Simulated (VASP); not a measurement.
CaS:

```
CELL_PARAMETERS angstrom
0.00000 2.81850 2.81850
2.81850 0.00000 2.81850
2.81850 2.81850 0.00000
ATOMIC_POSITIONS crystal
Ca 0.00000 0.00000 0.00000
S 0.50000 0.50000 0.50000
```

* Program: VASP 6.6.1
* Task: relaxation of cell and atoms
* Functional: PBE
* Potentials or basis: VASP PAW PBE potentials, release 64 (Ca_sv, S)
* Cutoff: 500 eV
* k mesh: 6 × 6 × 6
* Occupations: fermi-dirac, width 0.1 eV
* Spin: no spin polarisation

At the start: pressure 2.6 GPa; volume 22.39 Å³/atom.

**Question.** Where does the relaxation end?

**Answer.** Over 3 steps the energy falls by 7.6 meV/atom and the volume is 23.35 Å³/atom (+4.3 %); space group Fm-3m (No. 225, to 0.05 Å).

Step by step:
```tsv
step	energy change (eV)	largest force (eV/Å)	pressure (GPa)	volume (Å³)
1	0.0000	0.0000	2.62	44.78
2	-0.0143	0.0000	-0.59	47.20
3	-0.0152	0.0000	0.00	46.70
```

Final structure:
```cif
data_structure
_symmetry_space_group_name_H-M 'P 1'
_symmetry_Int_Tables_number 1
_cell_length_a 4.0422
_cell_length_b 4.0422
_cell_length_c 4.0422
_cell_angle_alpha 60.000
_cell_angle_beta 60.000
_cell_angle_gamma 60.000
_cell_volume 46.70
loop_
_atom_site_label
_atom_site_type_symbol
_atom_site_fract_x
_atom_site_fract_y
_atom_site_fract_z
_atom_site_occupancy
Ca1 Ca 0.00000 0.00000 0.00000 1
S1 S 0.50000 0.50000 0.50000 1
```
